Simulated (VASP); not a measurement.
# ZnS (R3m) in VASP: further runs

Runs on ZnS. Level: PBE. Tasks: single point.

Program: VASP 6.6.1. These are calculated values, not measurements. Logs are shortened: lines on timing, memory, paths and dates and some standing lists are left out, and cuts for length are marked.

### 1 The cell of the first run

Symmetry: R3m, No. 160, trigonal system. Conventional cell: a = 3.846 Å, b = 3.846 Å, c = 28.348 Å, α = 90.00°, β = 90.00°, γ = 120.00°. Zn (site symmetry 3m) has 4 S at 2.36 Å within 3.1 Å. Zn (site symmetry 3m) has 4 S at 2.36 Å within 3.1 Å. Within 3.1 Å of Zn (site symmetry 3m) lie 4 S at 2.36 Å. Within 3.1 Å of S (site symmetry 3m) lie 4 Zn at 2.36 Å. Within 3.1 Å of S (site symmetry 3m) lie 4 Zn at 2.36 Å. Within 3.1 Å of S (site symmetry 3m) lie 4 Zn at 2.36 Å.

### 2 Single point, PBE

INCAR reads:

```
SYSTEM = ZnS
PREC     = Accurate       ! precision mode
ENCUT    = 520            ! plane-wave cutoff, eV
EDIFF    = 1E-6           ! SCF threshold, eV
ISMEAR   = 0              ! smearing method
SIGMA    = 0.02           ! smearing width, eV
LREAL    = .FALSE.        ! projectors in reciprocal space
LASPH    = .TRUE.         ! aspherical terms in the spheres
NELM     = 80             ! most SCF steps
ALGO     = Normal         ! electronic algorithm
ISIF     = 2              ! what is computed and relaxed
LWAVE    = .FALSE.        ! write WAVECAR
LCHARG   = .TRUE.         ! write CHGCAR
GGA      = PE             ! functional
LELF     = .TRUE.         ! ELF
LVHAR    = .TRUE.       
NBANDS   = 36             ! bands
```

KPOINTS reads:

```
regular mesh
0
G
  12 12 12
  0 0 0
```

POSCAR reads:

```
ZnS
1.0
    1.9231021873      1.1103035655      9.4492875550
   -1.9231021873      1.1103035655      9.4492875550
    0.0000000000     -2.2206071310      9.4492875550
Zn S
3 3
Direct
    0.9999659065      0.9999659065      0.9999659065
    0.2222538452      0.2222538452      0.2222538452
    0.4445320864      0.4445320864      0.4445320864
    0.0832951075      0.0832951075      0.0832951075
    0.5278530983      0.5278530983      0.5278530983
    0.3054259561      0.3054259561      0.3054259561
```

Potentials or basis: VASP PAW PBE potentials, release 64 (Zn, S).

The run is started by

```sh
$ cat potpaw_PBE.64/Zn/POTCAR potpaw_PBE.64/S/POTCAR > POTCAR
$ mpirun -np 1 vasp_std > vasp.out
```

OUTCAR:

```text
SYSTEM = ZnS
   PREC = Accurate
   ENCUT = 520
   EDIFF = 1E-6
   ISMEAR = 0
   LREAL = .FALSE.
   LASPH = .TRUE.
   NELM = 80
   ISIF = 2
   GGA = PE

 ion  position               nearest neighbor table
   1  1.000  1.000  1.000-   6 2.36   6 2.36   6 2.36   4 2.36
   2  0.222  0.222  0.222-   5 2.36   5 2.36   5 2.36   6 2.36
   3  0.445  0.445  0.445-   4 2.36   4 2.36   4 2.36   5 2.36
   4  0.083  0.083  0.083-   3 2.36   3 2.36   3 2.36   1 2.36
   5  0.528  0.528  0.528-   2 2.36   2 2.36   2 2.36   3 2.36
   6  0.305  0.305  0.305-   1 2.36   1 2.36   1 2.36   2 2.36

  LATTYP: Found a trigonal (rhomboedric) cell.
 ALAT       =     9.7067054827
 COS(alpha) =     0.9214961395

  Lattice vectors:

 A1 = (   1.9231021873,   1.1103035655,   9.4492875550)
 A2 = (  -1.9231021873,   1.1103035655,   9.4492875550)
 A3 = (   0.0000000000,  -2.2206071310,   9.4492875550)

Analysis of symmetry for initial positions (statically):
=====================================================================
 Subroutine PRICEL returns:
 Original cell was already a primitive cell.

 Routine SETGRP: Setting up the symmetry group for a
 trigonal (rhombohedral) supercell.

 Subroutine GETGRP returns: Found  6 space group operations
 (whereof  6 operations were pure point group operations)
 out of a pool of 12 trial point group operations.

The static configuration has the point symmetry C_3v.

Analysis of symmetry for dynamics (positions and initial velocities):
=====================================================================
 Subroutine PRICEL returns:
 Original cell was already a primitive cell.

 Routine SETGRP: Setting up the symmetry group for a
 trigonal (rhombohedral) supercell.

 Subroutine GETGRP returns: Found  6 space group operations
 (whereof  6 operations were pure point group operations)
 out of a pool of 12 trial point group operations.

The dynamic configuration has the point symmetry C_3v.

 Subroutine INISYM returns: Found  6 space group operations
 (whereof  6 operations are pure point group operations),
 and found     1 'primitive' translations

----------------------------------------------------------------------------------------

                                     Primitive cell

  volume of cell :     121.0583

  direct lattice vectors                    reciprocal lattice vectors
     1.923102187  1.110303565  9.449287555     0.259996584  0.150109098  0.035276028
    -1.923102187  1.110303565  9.449287555    -0.259996584  0.150109098  0.035276028
     0.000000000 -2.220607131  9.449287555     0.000000000 -0.300218196  0.035276028

  length of vectors
     9.706705483  9.706705483  9.706705483     0.302283581  0.302283581  0.302283581

  position of ions in fractional coordinates (direct lattice)
     0.999965907  0.999965907  0.999965907
     0.222253845  0.222253845  0.222253845
     0.444532086  0.444532086  0.444532086
     0.083295107  0.083295107  0.083295107
     0.527853098  0.527853098  0.527853098
     0.305425956  0.305425956  0.305425956

  ion indices of the primitive-cell ions
   primitive index   ion index
                 1           1
                 2           2
                 3           3
                 4           4
                 5           5
                 6           6

----------------------------------------------------------------------------------------

 KPOINTS: regular mesh

Automatic generation of k-mesh.
 Grid dimensions read from file:
 generate k-points for:   12   12   12

 Generating k-lattice:

  Cartesian coordinates                     Fractional coordinates (reciprocal lattice)
     0.021666382  0.012509091  0.002939669     0.083333333 -0.000000000  0.000000000
    -0.021666382  0.012509091  0.002939669    -0.000000000  0.083333333  0.000000000
     0.000000000 -0.025018183  0.002939669     0.000000000  0.000000000  0.083333333

  Length of vectors
     0.025190298  0.025190298  0.025190298

  Shift w.r.t. Gamma in fractional coordinates (k-lattice)
     0.000000000  0.000000000  0.000000000

 Subroutine IBZKPT returns following result:
 ===========================================

 Found    189 irreducible k-points:

 Following reciprocal coordinates:
            Coordinates               Weight
  0.000000  0.000000  0.000000      1.000000
  0.083333  0.000000  0.000000      6.000000
  0.166667  0.000000  0.000000      6.000000
  0.250000  0.000000  0.000000      6.000000
  0.333333 -0.000000  0.000000      6.000000
  0.416667  0.000000  0.000000      6.000000
[... 16 lines left out ...]
  0.500000  0.166667  0.000000     12.000000
 -0.416667  0.166667 -0.000000     12.000000
 [... further k-points ...]
   k-points           NKPTS =    189   k-points in BZ     NKDIM =    189   number of bands    NBANDS=     36
   number of dos      NEDOS =    301   number of ions     NIONS =      6
   total plane-waves  NPLWV = 373248
   dimension x,y,z NGX =    72 NGY =   72 NGZ =   72
   dimension x,y,z NGXF=   144 NGYF=  144 NGZF=  144
   ions per type =               3   3
   NGX,Y,Z   is equivalent  to a cutoff of  12.33, 12.33, 12.33 a.u.
   NGXF,Y,Z  is equivalent  to a cutoff of  24.66, 24.66, 24.66 a.u.
 SYSTEM =  ZnS
   PREC   = accura    normal or accurate (medium, high low for compatibility)
   ISTART =      0    job   : 0-new  1-cont  2-samecut
   ICHARG =      2    charge: 1-file 2-atom 10-const
   ISPIN  =      1    spin polarized calculation?
   LNONCOLLINEAR =      F non collinear calculations
   LSORBIT =      F    spin-orbit coupling
   LASPH  =      T    aspherical Exc in radial PAW
   ENCUT  =  520.0 eV  38.22 Ry    6.18 a.u.  18.05 18.05 18.05*2*pi/ulx,y,z
   NELM   =     80;   NELMIN=  2; NELMDL= -5     # of ELM steps
   EDIFF  = 0.1E-05   stopping-criterion for ELM
   LREAL  =      F    real-space projection
   EDIFFG = 0.1E-04   stopping-criterion for IOM
   NSW    =      0    number of steps for IOM
   IBRION =     -1    ionic relax: 0-MD 1-quasi-New 2-CG
   NFREE  =      0    steps in history (QN), initial steepest desc. (CG)
   ISIF   =      2    stress and relaxation
   ISYM   =      2    0-nonsym 1-usesym 2-fastsym
   POTIM  = 0.5000    time-step for ionic-motion
   TEBEG  =    0.0;   TEEND  =   0.0 temperature during run
   PSTRESS=    0.0 pullay stress
   NELECT =      54.0000    total number of electrons
   NUPDOWN=      -1.0000    fix difference up-down
   EMIN   =  10.00;   EMAX   =-10.00  energy-range for DOS
   EFERMI =   0.00;   METHOD = LEGACY
   ISMEAR =     0;   SIGMA  =   0.02  broadening in eV -4-tet -1-fermi 0-gaus
   EFERMI_NEDOS =   21; number of points for ismear=-14 and -15
   IALGO  =     38    algorithm
   IMIX   =      4    mixing-type and parameters
     AMIX     =   0.40;   BMIX     =  1.00
     AMIX_MAG =   1.60;   BMIX_MAG =  1.00
  volume/ion in A,a.u.               =      20.18       136.16
  Fermi-wavevector in a.u.,A,eV,Ry     =   1.250858  2.363779 21.288291  1.564645
  Thomas-Fermi vector in A             =   2.384832
   LORBIT       =      0    0 simple, 1 ext, 2 COOP (PROOUT), +10 PAW based schemes
   GGA     = PE    functional components
   LHFCALC =     F    Hartree Fock is set to
   AEXX    =    0.0000 exact exchange contribution
   IVDW    =     0    specifies the selected vdW correction
   LEPSILON=     F    determine dielectric tensor
   LRPA    =     F    only Hartree local field effects (RPA)
 non-spin polarized calculation
 Gauss-broadening in eV      SIGMA  =   0.02
  energy-cutoff  :      520.00
  volume of cell :      121.06
 maximum number of plane-waves:      3287
   NGX = 37   NGY = 37   NGZ = 37

 number of electron      54.0000003 magnetization

 Free energy of the ion-electron system (eV)
  ---------------------------------------------------
  ext. energy  EPLUGINS =         0.00000000
  ---------------------------------------------------
  free energy    TOTEN  =       -20.54707899 eV

  energy without entropy =      -20.54707899  energy(sigma->0) =      -20.54707899

 E-fermi :   2.0309     XC(G=0):  -9.5203

 val. band max:        1.9114565885   @ k =   0.0000   0.0000   0.0000
 cond. band min:       3.9719368639   @ k =   0.0000   0.0000   0.0000
 fundamental gap:      2.0604802754
 Fermi energy:         2.0308793344

 k-point     1 :       0.0000    0.0000    0.0000
  band No.  band energies     occupation
      1     -11.0911      2.00000
      2     -10.4593      2.00000
      3     -10.4510      2.00000
      4      -4.3438      2.00000
      5      -4.3371      2.00000
      6      -4.3371      2.00000
[... 28 lines left out ...]
     35       8.8440      0.00000
     36       9.2406      0.00000

 k-point     2 :       0.0833    0.0000    0.0000
  band No.  band energies     occupation
      1     -11.0453      2.00000
      2     -10.4471      2.00000
      3     -10.3995      2.00000
      4      -4.3413      2.00000
      5      -4.3332      2.00000
      6      -4.3280      2.00000
[... 28 lines left out ...]
     35       8.9126      0.00000
     36       9.0468      0.00000

 k-point     3 :       0.1667    0.0000    0.0000
  band No.  band energies     occupation
      1     -10.9143      2.00000
      2     -10.3772      2.00000
      3     -10.2928      2.00000
      4      -4.3449      2.00000
      5      -4.3145      2.00000
      6      -4.3041      2.00000
[... 28 lines left out ...]
     35       8.8898      0.00000
     36       9.5525      0.00000
[... 742 lines left out ...]
 k-point    23 :       0.5000    0.1667    0.0000
  band No.  band energies     occupation
      1     -10.2133      2.00000
      2     -10.0323      2.00000
      3      -9.9352      2.00000
      4      -4.2811      2.00000
      5      -4.2748      2.00000
      6      -4.2219      2.00000
[... 28 lines left out ...]
     35       9.8637      0.00000
     36      10.0545      0.00000

 k-point    24 :      -0.4167    0.1667   -0.0000
  band No.  band energies     occupation
      1     -10.1352      2.00000
      2      -9.9794      2.00000
      3      -9.9462      2.00000
      4      -4.2862      2.00000
      5      -4.2647      2.00000
      6      -4.2122      2.00000
[... 28 lines left out ...]
     35       9.9348      0.00000
     36      10.4147      0.00000

 [... further k-points ...]
[... 5 lines left out ...]
  --------------------------------------------------------------------------------------
  -------------------------------------------------------------------------------------
  Total        0.1178622      0.1178622      0.1043983      0.0000000      0.0000000     -0.0000000
  in kB        1.5598785      1.5598785      1.3816863      0.0000000      0.0000000     -0.0000000
  external PRESSURE =       1.5004811 kB  Pullay stress =       0.0000000 kB

 VOLUME and BASIS-vectors are now :
 -----------------------------------------------------------------------------
  energy-cutoff  :      520.00
  volume of cell :      121.06
      direct lattice vectors                 reciprocal lattice vectors
     1.923102187  1.110303565  9.449287555     0.259996584  0.150109098  0.035276028
    -1.923102187  1.110303565  9.449287555    -0.259996584  0.150109098  0.035276028
     0.000000000 -2.220607131  9.449287555     0.000000000 -0.300218196  0.035276028

 POSITION                                       TOTAL-FORCE (eV/Angst)
 -----------------------------------------------------------------------------------
      0.00000      0.00000     28.34690         0.000000     -0.000000      0.002185
      0.00000      0.00000      6.30042         0.000000      0.000000      0.003135
      0.00000      0.00000     12.60153         0.000000      0.000000      0.003471
      0.00000      0.00000      2.36124         0.000000     -0.000000     -0.002004
      0.00000      0.00000     14.96351         0.000000     -0.000000     -0.004182
      0.00000      0.00000      8.65817         0.000000      0.000000     -0.002604
 -----------------------------------------------------------------------------------
    total drift:                                0.000000     -0.000000      0.000138

  FREE ENERGIE OF THE ION-ELECTRON SYSTEM (eV)
  ---------------------------------------------------
  free  energy   TOTEN  =       -20.5470789935 eV

  energy  without entropy=      -20.5470789935  energy(sigma->0) =      -20.54707899
```

It took 1.9 h on 1 thread of Intel Xeon 8259CL, shared host; peak memory 1.1 GiB.

What came out:

* Free energy: -20.5471 eV
* Pressure: 0.2 GPa
* Largest force: 0.004 eV/Å
* Band gap on the k mesh: 2.06 eV

Forces in eV/Å, atoms in the order of the input:
```
Zn   0.000  0.000  0.002
Zn   0.000  0.000  0.003
Zn   0.000  0.000  0.003
S    0.000  0.000 -0.002
S    0.000  0.000 -0.004
S    0.000  0.000 -0.003
```

(Part 1 of 2 ends here.)
